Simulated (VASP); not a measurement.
# SrO (P6_3/mmc) in VASP: settings compared, part 2 of 2

VASP 6.6.1. The steps go on from the part before.

### Step 5. Single point, r2SCAN (19.70 Å³/atom)

This run uses another cell than the first one, of 19.70 Å³/atom.

The input, POSCAR:

```
SrO
1.0
    4.2268848066      0.0000000000      0.0000000000
   -2.1134424033      3.6605896214      0.0000000000
    0.0000000000      0.0000000000      5.0925039031
Sr O
2 2
Direct
    0.3333333333      0.6666666667      0.9375000000
    0.6666666667      0.3333333333      0.4375000000
    0.3333333333      0.6666666667      0.4375000000
    0.6666666667      0.3333333333      0.9375000000
```

The input, INCAR.step1:

```
ALGO = Normal
EDIFF = 1E-4
ENCUT = 520
GGA = PE
ISMEAR = 0
LASPH = T
LCHARG = F
LREAL = F
LWAVE = T
NBANDS = 24
NELM = 80
PREC = Accurate
SIGMA = 0.01
```

The input, INCAR.step2:

```
ALGO = Normal
EDIFF = 1E-7
ENCUT = 520
ISIF = 2
ISMEAR = 0
ISTART = 1
LASPH = T
LCHARG = F
LMIXTAU = T
LREAL = F
LWAVE = F
METAGGA = R2SCAN
NBANDS = 24
NELM = 80
PREC = Accurate
SIGMA = 0.01
```

The input, KPOINTS:

```
k-points
0
Gamma
  6 6 4
```

Potentials or basis: VASP PAW PBE potentials, release 64 (Sr_sv, O).

Launch:

```console
$ cat potpaw_PBE.64/Sr_sv/POTCAR potpaw_PBE.64/O/POTCAR > POTCAR
$ cp INCAR.step1 INCAR
$ mpirun -np 1 vasp_std > vasp.out
$ cp INCAR.step2 INCAR
$ mpirun -np 1 vasp_std > vasp.out
```

OUTCAR:

```text
EDIFF = 1E-7
   ENCUT = 520
   ISIF = 2
   ISMEAR = 0
   ISTART = 1
   LASPH = T
   LREAL = F
   METAGGA = R2SCAN
   NELM = 80
   PREC = Accurate

 ion  position               nearest neighbor table
   1  0.333  0.667  0.938-   4 2.44   4 2.44   4 2.44   3 2.55   3 2.55   2 3.53   2 3.53   2 3.53
                             2 3.53   2 3.53   2 3.53
   2  0.667  0.333  0.438-   3 2.44   3 2.44   3 2.44   4 2.55   4 2.55   1 3.53   1 3.53   1 3.53
                             1 3.53   1 3.53   1 3.53
   3  0.333  0.667  0.438-   2 2.44   2 2.44   2 2.44   1 2.55   1 2.55
   4  0.667  0.333  0.938-   1 2.44   1 2.44   1 2.44   2 2.55   2 2.55

  LATTYP: Found a hexagonal cell.
 ALAT       =     4.2268848066
 C/A-ratio  =     1.2047889015

  Lattice vectors:

 A1 = (   4.2268848066,   0.0000000000,   0.0000000000)
 A2 = (  -2.1134424033,   3.6605896214,   0.0000000000)
 A3 = (   0.0000000000,   0.0000000000,   5.0925039031)

Analysis of symmetry for initial positions (statically):
=====================================================================
 Subroutine PRICEL returns:
 Original cell was already a primitive cell.

 Routine SETGRP: Setting up the symmetry group for a
 hexagonal supercell.

 Subroutine GETGRP returns: Found 24 space group operations
 (whereof  6 operations were pure point group operations)
 out of a pool of 24 trial point group operations.

The static configuration has the point symmetry C_3v.
 The point group associated with its full space group is D_6h.

Analysis of symmetry for dynamics (positions and initial velocities):
=====================================================================
 Subroutine PRICEL returns:
 Original cell was already a primitive cell.

 Routine SETGRP: Setting up the symmetry group for a
 hexagonal supercell.

 Subroutine GETGRP returns: Found 24 space group operations
 (whereof  6 operations were pure point group operations)
 out of a pool of 24 trial point group operations.

The dynamic configuration has the point symmetry C_3v.
 The point group associated with its full space group is D_6h.

 Subroutine INISYM returns: Found 24 space group operations
 (whereof  6 operations are pure point group operations),
 and found     1 'primitive' translations

----------------------------------------------------------------------------------------

                                     Primitive cell

  volume of cell :      78.7958

  direct lattice vectors                    reciprocal lattice vectors
     4.226884807  0.000000000  0.000000000     0.236580850  0.136590017  0.000000000
    -2.113442403  3.660589621  0.000000000     0.000000000  0.273180035  0.000000000
     0.000000000  0.000000000  5.092503903     0.000000000  0.000000000  0.196367056

  length of vectors
     4.226884807  4.226884807  5.092503903     0.273180035  0.273180035  0.196367056

  position of ions in fractional coordinates (direct lattice)
     0.333333333  0.666666667  0.937500000
     0.666666667  0.333333333  0.437500000
     0.333333333  0.666666667  0.437500000
     0.666666667  0.333333333  0.937500000

  ion indices of the primitive-cell ions
   primitive index   ion index
                 1           1
[... 26 lines left out ...]
 ===========================================

 Found     21 irreducible k-points:

 Following reciprocal coordinates:
            Coordinates               Weight
  0.000000  0.000000  0.000000      1.000000
  0.166667  0.000000  0.000000      6.000000
  0.333333  0.000000  0.000000      6.000000
  0.500000  0.000000  0.000000      3.000000
  0.166667  0.166667  0.000000      6.000000
  0.333333  0.166667  0.000000     12.000000
[... 13 lines left out ...]
  0.333333  0.166667  0.500000     12.000000
  0.333333  0.333333  0.500000      2.000000
   k-points           NKPTS =     21   k-points in BZ     NKDIM =     21   number of bands    NBANDS=     24
   number of dos      NEDOS =    301   number of ions     NIONS =      4
   total plane-waves  NPLWV =  40960
   dimension x,y,z NGX =    32 NGY =   32 NGZ =   40
   dimension x,y,z NGXF=    64 NGYF=   64 NGZF=   80
   ions per type =               2   2
   NGX,Y,Z   is equivalent  to a cutoff of  12.59, 12.59, 13.06 a.u.
   NGXF,Y,Z  is equivalent  to a cutoff of  25.17, 25.17, 26.12 a.u.
 SYSTEM =  unknown system
   PREC   = accura    normal or accurate (medium, high low for compatibility)
   ISTART =      1    job   : 0-new  1-cont  2-samecut
   ICHARG =      0    charge: 1-file 2-atom 10-const
   ISPIN  =      1    spin polarized calculation?
   LNONCOLLINEAR =      F non collinear calculations
   LSORBIT =      F    spin-orbit coupling
   LASPH  =      T    aspherical Exc in radial PAW
   ENCUT  =  520.0 eV  38.22 Ry    6.18 a.u.   7.86  7.86  9.47*2*pi/ulx,y,z
   NELM   =     80;   NELMIN=  2; NELMDL=  0     # of ELM steps
   EDIFF  = 0.1E-06   stopping-criterion for ELM
   LREAL  =      F    real-space projection
   EDIFFG = 0.1E-05   stopping-criterion for IOM
   NSW    =      0    number of steps for IOM
   IBRION =     -1    ionic relax: 0-MD 1-quasi-New 2-CG
   NFREE  =      0    steps in history (QN), initial steepest desc. (CG)
   ISIF   =      2    stress and relaxation
   ISYM   =      2    0-nonsym 1-usesym 2-fastsym
   POTIM  = 0.5000    time-step for ionic-motion
   TEBEG  =    0.0;   TEEND  =   0.0 temperature during run
   PSTRESS=    0.0 pullay stress
   NELECT =      32.0000    total number of electrons
   NUPDOWN=      -1.0000    fix difference up-down
   EMIN   =  10.00;   EMAX   =-10.00  energy-range for DOS
   EFERMI =   0.00;   METHOD = LEGACY
   ISMEAR =     0;   SIGMA  =   0.01  broadening in eV -4-tet -1-fermi 0-gaus
   EFERMI_NEDOS =   21; number of points for ismear=-14 and -15
   IALGO  =     38    algorithm
   IMIX   =      4    mixing-type and parameters
     AMIX     =   0.40;   BMIX     =  1.00
     AMIX_MAG =   1.60;   BMIX_MAG =  1.00
  volume/ion in A,a.u.               =      19.70       132.94
  Fermi-wavevector in a.u.,A,eV,Ry     =   1.212338  2.290987 19.997360  1.469765
  Thomas-Fermi vector in A             =   2.347826
   LORBIT       =      0    0 simple, 1 ext, 2 COOP (PROOUT), +10 PAW based schemes
   METAGGA = R2SCAN    functional components
   LHFCALC =     F    Hartree Fock is set to
   AEXX    =    0.0000 exact exchange contribution
   IVDW    =     0    specifies the selected vdW correction
   LEPSILON=     F    determine dielectric tensor
   LRPA    =     F    only Hartree local field effects (RPA)
 non-spin polarized calculation
 Gauss-broadening in eV      SIGMA  =   0.01
  energy-cutoff  :      520.00
  volume of cell :       78.80
 maximum number of plane-waves:      2149
 NGX is ok and might be reduce to    32
   NGX = 15   NGY = 15   NGZ = 19

 number of electron      32.0000007 magnetization

 Free energy of the ion-electron system (eV)
  ---------------------------------------------------
  ext. energy  EPLUGINS =         0.00000000
  ---------------------------------------------------
  free energy    TOTEN  =       -53.73641908 eV

  energy without entropy =      -53.73641908  energy(sigma->0) =      -53.73641908

 E-fermi :   0.6792     XC(G=0):  -9.6291

 val. band max:        0.5738520494   @ k =   0.0000   0.0000   0.0000
 cond. band min:       3.6902944002   @ k =   0.0000   0.0000   0.0000
 fundamental gap:      3.1164423508
 Fermi energy:         0.6791837790

 k-point     1 :       0.0000    0.0000    0.0000
  band No.  band energies     occupation
      1     -32.7827      2.00000
      2     -32.5881      2.00000
      3     -15.4799      2.00000
      4     -15.4435      2.00000
      5     -14.7486      2.00000
      6     -14.3096      2.00000
[... 556 lines left out ...]
     23      10.7336      0.00000
     24      10.7336      0.00000

------------------------ aborting loop because EDIFF is reached ----------------------------------------

  FORCE on cell =-STRESS in cart. coord.  units (eV):
  Direction    XX          YY          ZZ          XY          YZ          ZX
  --------------------------------------------------------------------------------------
  -------------------------------------------------------------------------------------
  Total        1.4217793      1.4217793      1.5612445      0.0000000      0.0000000      0.0000000
  in kB       28.9094574     28.9094574     31.7452439      0.0000000      0.0000000      0.0000000
  external PRESSURE =      29.8547195 kB  Pullay stress =       0.0000000 kB

 VOLUME and BASIS-vectors are now :
 -----------------------------------------------------------------------------
  energy-cutoff  :      520.00
  volume of cell :       78.80
      direct lattice vectors                 reciprocal lattice vectors
     4.226884807  0.000000000  0.000000000     0.236580850  0.136590017  0.000000000
    -2.113442403  3.660589621  0.000000000     0.000000000  0.273180035  0.000000000
     0.000000000  0.000000000  5.092503903     0.000000000  0.000000000  0.196367056

 POSITION                                       TOTAL-FORCE (eV/Angst)
 -----------------------------------------------------------------------------------
     -0.00000      2.44039      4.77422        -0.000000      0.000000     -0.000000
      2.11344      1.22020      2.22797         0.000000     -0.000000      0.000000
     -0.00000      2.44039      2.22797         0.000000     -0.000000      0.000000
      2.11344      1.22020      4.77422        -0.000000      0.000000     -0.000000
 -----------------------------------------------------------------------------------
    total drift:                               -0.000000      0.000000      0.000000

  FREE ENERGIE OF THE ION-ELECTRON SYSTEM (eV)
  ---------------------------------------------------
  free  energy   TOTEN  =       -53.7364190759 eV

  energy  without entropy=      -53.7364190759  energy(sigma->0) =      -53.73641908
```

It took 3.6 min on 1 thread of Intel Xeon 8259CL, shared host; peak memory 0.22 GiB.

What came out:

```yaml
Free_energy: -53.7364 eV
Pressure: 3.0 GPa
Band_gap_on_the_k_mesh: 3.12 eV
```

Caveat: the PAW data sets were made with another functional, which shifts forces and pressure a little.

### Step 6. Single point, r2SCAN

This run uses another cell than the first one, of 20.31 Å³/atom.

The input, POSCAR:

```
SrO
1.0
    4.2700192634      0.0000000000      0.0000000000
   -2.1350096317      3.6979451568      0.0000000000
    0.0000000000      0.0000000000      5.1444718180
Sr O
2 2
Direct
    0.3333333333      0.6666666667      0.9375000000
    0.6666666667      0.3333333333      0.4375000000
    0.3333333333      0.6666666667      0.4375000000
    0.6666666667      0.3333333333      0.9375000000
```

The input, INCAR.step1:

```
SYSTEM = SrO
  ALGO = Normal
  EDIFF = 1E-4
  ENCUT = 520
  GGA = PE
  ISMEAR = 0
  LASPH = .True.
  LCHARG = .False.
  LREAL = .False.
  LWAVE = .True.
  NBANDS = 24
  NELM = 80
  PREC = Accurate
  SIGMA = 0.01
```

The input, INCAR.step2:

```
SYSTEM = SrO
  ALGO = Normal
  EDIFF = 1E-7
  ENCUT = 520
  ISIF = 2
  ISMEAR = 0
  ISTART = 1
  LASPH = .True.
  LCHARG = .True.
  LELF = .True.
  LMIXTAU = .True.
  LREAL = .False.
  LVHAR = .True.
  LWAVE = .False.
  METAGGA = R2SCAN
  NBANDS = 24
  NELM = 80
  PREC = Accurate
  SIGMA = 0.01
```

The input, KPOINTS:

```
k-points
0
Gamma
  6 6 4
  0 0 0
```

Potentials or basis: VASP PAW PBE potentials, release 64 (Sr_sv, O).

Launch:

```console
$ cat potpaw_PBE.64/Sr_sv/POTCAR potpaw_PBE.64/O/POTCAR > POTCAR
$ cp INCAR.step1 INCAR
$ mpirun -np 1 vasp_std > vasp.out
$ cp INCAR.step2 INCAR
$ mpirun -np 1 vasp_std > vasp.out
```

OUTCAR:

```text
SYSTEM = SrO
   EDIFF = 1E-7
   ENCUT = 520
   ISIF = 2
   ISMEAR = 0
   ISTART = 1
   LASPH = .True.
   LREAL = .False.
   METAGGA = R2SCAN
   NELM = 80
   PREC = Accurate

 ion  position               nearest neighbor table
   1  0.333  0.667  0.938-   4 2.47   4 2.47   4 2.47   3 2.57   3 2.57   2 3.56   2 3.56   2 3.56
                             2 3.56   2 3.56   2 3.56
   2  0.667  0.333  0.438-   3 2.47   3 2.47   3 2.47   4 2.57   4 2.57   1 3.56   1 3.56   1 3.56
                             1 3.56   1 3.56   1 3.56
   3  0.333  0.667  0.438-   2 2.47   2 2.47   2 2.47   1 2.57   1 2.57
   4  0.667  0.333  0.938-   1 2.47   1 2.47   1 2.47   2 2.57   2 2.57

  LATTYP: Found a hexagonal cell.
 ALAT       =     4.2700192634
 C/A-ratio  =     1.2047889016

  Lattice vectors:

 A1 = (   4.2700192634,   0.0000000000,   0.0000000000)
 A2 = (  -2.1350096317,   3.6979451568,   0.0000000000)
 A3 = (   0.0000000000,   0.0000000000,   5.1444718180)

Analysis of symmetry for initial positions (statically):
=====================================================================
 Subroutine PRICEL returns:
 Original cell was already a primitive cell.
[... 172 lines left out ...]

 E-fermi :   0.5220     XC(G=0):  -9.4853

 val. band max:        0.4548511219   @ k =   0.0000   0.0000   0.0000
 cond. band min:       3.4768726007   @ k =   0.0000   0.0000   0.0000
 fundamental gap:      3.0220214788
 Fermi energy:         0.5219534201

 k-point     1 :       0.0000    0.0000    0.0000
  band No.  band energies     occupation
      1     -33.0185      2.00000
      2     -32.8481      2.00000
      3     -15.5446      2.00000
      4     -15.5270      2.00000
      5     -14.9264      2.00000
      6     -14.5313      2.00000
[... 556 lines left out ...]
     23      10.3982      0.00000
     24      10.3982      0.00000

------------------------ aborting loop because EDIFF is reached ----------------------------------------

  FORCE on cell =-STRESS in cart. coord.  units (eV):
  Direction    XX          YY          ZZ          XY          YZ          ZX
  --------------------------------------------------------------------------------------
  -------------------------------------------------------------------------------------
  Total        0.2318297      0.2318297      0.2326970      0.0000000      0.0000000      0.0000000
  in kB        4.5724465      4.5724465      4.5895509      0.0000000      0.0000000      0.0000000
  external PRESSURE =       4.5781480 kB  Pullay stress =       0.0000000 kB

 VOLUME and BASIS-vectors are now :
 -----------------------------------------------------------------------------
  energy-cutoff  :      520.00
  volume of cell :       81.23
      direct lattice vectors                 reciprocal lattice vectors
     4.270019263  0.000000000  0.000000000     0.234190981  0.135210226  0.000000000
    -2.135009632  3.697945157  0.000000000     0.000000000  0.270420452  0.000000000
     0.000000000  0.000000000  5.144471818     0.000000000  0.000000000  0.194383415

 POSITION                                       TOTAL-FORCE (eV/Angst)
 -----------------------------------------------------------------------------------
     -0.00000      2.46530      4.82294         0.000000      0.000000      0.000000
      2.13501      1.23265      2.25071         0.000000     -0.000000      0.000000
     -0.00000      2.46530      2.25071        -0.000000      0.000000     -0.000000
      2.13501      1.23265      4.82294        -0.000000     -0.000000      0.000000
 -----------------------------------------------------------------------------------
    total drift:                               -0.000000      0.000000      0.000000

  FREE ENERGIE OF THE ION-ELECTRON SYSTEM (eV)
  ---------------------------------------------------
  free  energy   TOTEN  =       -53.7638482206 eV

  energy  without entropy=      -53.7638482206  energy(sigma->0) =      -53.76384822
```

Wall time 3.5 min (1 thread of Intel Xeon 8259CL, shared host); peak memory 0.22 GiB.

Results:

```
Free energy            : -53.7638 eV
Pressure               : 0.5 GPa
Band gap on the k mesh : 3.02 eV
```

Caveat: the PAW data sets were made with another functional, which shifts forces and pressure a little.

### Step 7. The runs side by side

| level | cell | gap on the mesh (eV) | pressure (GPa) |
| --- | --- | --- | --- |
| PBE | a = 4.332, b = 4.332, c = 5.235 Å, angles 90.0, 90.0, 120.0°, 4 atoms | 2.50 | -1.5 |
| PBE | a = 4.374, b = 4.374, c = 5.285 Å, angles 90.0, 90.0, 120.0°, 4 atoms | 2.41 | -3.2 |
| r2SCAN | a = 4.183, b = 4.183, c = 5.039 Å, angles 90.0, 90.0, 120.0°, 4 atoms | 3.21 | 6.0 |
| r2SCAN | a = 4.227, b = 4.227, c = 5.093 Å, angles 90.0, 90.0, 120.0°, 4 atoms | 3.12 | 3.0 |
| r2SCAN | a = 4.270, b = 4.270, c = 5.144 Å, angles 90.0, 90.0, 120.0°, 4 atoms | 3.02 | 0.5 |

Alike in all rows: task single point; potentials or basis VASP PAW PBE potentials, release 64 (Sr_sv, O); no spin polarisation; k mesh 6 × 6 × 4; cutoff (eV) 520; smearing gaussian 0.01 eV.

Caveats: the PAW data sets were made with another functional, which shifts forces and pressure a little (at least some runs); the cell stands under tension (at least some runs); the cell stands under pressure (at least some runs).

Absolute energies hang on the potentials; compare differences alone.
